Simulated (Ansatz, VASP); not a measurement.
B: VASP beside Ansatz

The input INCAR:

```
SYSTEM = B
ALGO = Normal
EDIFF = 1E-6
ENCUT = 520
GGA = PE
ISIF = 2
ISMEAR = -1
LASPH = .True.
LCHARG = .True.
LELF = .True.
LREAL = .False.
LVHAR = .True.
LWAVE = .False.
NBANDS = 10
NELM = 60
PREC = Accurate
SIGMA = 0.05
```

The input KPOINTS:

```
k-points
0
Gamma
  18 18 18
  0 0 0
```

File POSCAR:

```
B
1.0
    0.0000000000      1.8403318314      1.8403318314
    1.8403318314      0.0000000000      1.8403318314
    1.8403318314      1.8403318314      0.0000000000
B
2
Direct
   -0.1250000000     -0.1250000000     -0.1250000000
    0.1250000000      0.1250000000      0.1250000000
```

Input for Ansatz:

```yaml
crystal:
  lattice:
    - [0.0, 1.8403318314, 1.8403318314]
    - [1.8403318314, 0.0, 1.8403318314]
    - [1.8403318314, 1.8403318314, 0.0]
  atoms:
    - { symbol: B, position: [-0.125, -0.125, -0.125] }
    - { symbol: B, position: [0.125, 0.125, 0.125] }
kpoints:
  mp_grid: { grid: [18, 18, 18] }
  band_path:
    path:
      - [0.0, 0.0, 0.0]
      - [0.5, 0.0, 0.5]
      - [0.625, 0.25, 0.625]
      - [0.375, 0.375, 0.75]
      - [0.0, 0.0, 0.0]
      - [0.5, 0.5, 0.5]
      - [0.5, 0.25, 0.75]
      - [0.5, 0.0, 0.5]
    npoints: 8
scf:
  occupations: { method: fermi_dirac, width: 0.05 }
hamiltonian:
  xc: pbe
  pseudopotentials: { kind: all_electron, lapw: { basis_error: 0.001 } }
output:
  forces: true
  stress: true
  eigenvalues: true
  populations: true
  dos: { projected: true, de: 0.2, e_range: [-14, 8] }
```

Change from the starting cell: volume scaled by 0.75, LAPW.

Alike in both runs: task single point; functional PBE; k mesh 18 × 18 × 18; occupations fermi-dirac, width 0.05 eV; no spin polarisation.

|  | VASP | Ansatz |
| --- | --- | --- |
| version | VASP 6.6.1 | Ansatz 0.2.0 |
| potentials or method | VASP PAW PBE potentials, release 64 (B), cutoff 520 eV | all-electron LAPW, scalar-relativistic |

```csv
,VASP,Ansatz,Ansatz less VASP
pressure (GPa),84.2,83.9,-0.33
```

Both programs put the cell under a high pressure, so it lies far from rest at this level. Ansatz ran all-electron here, and VASP with PAW potentials.

Noted on VASP's run: the cell as given lies far from equilibrium.
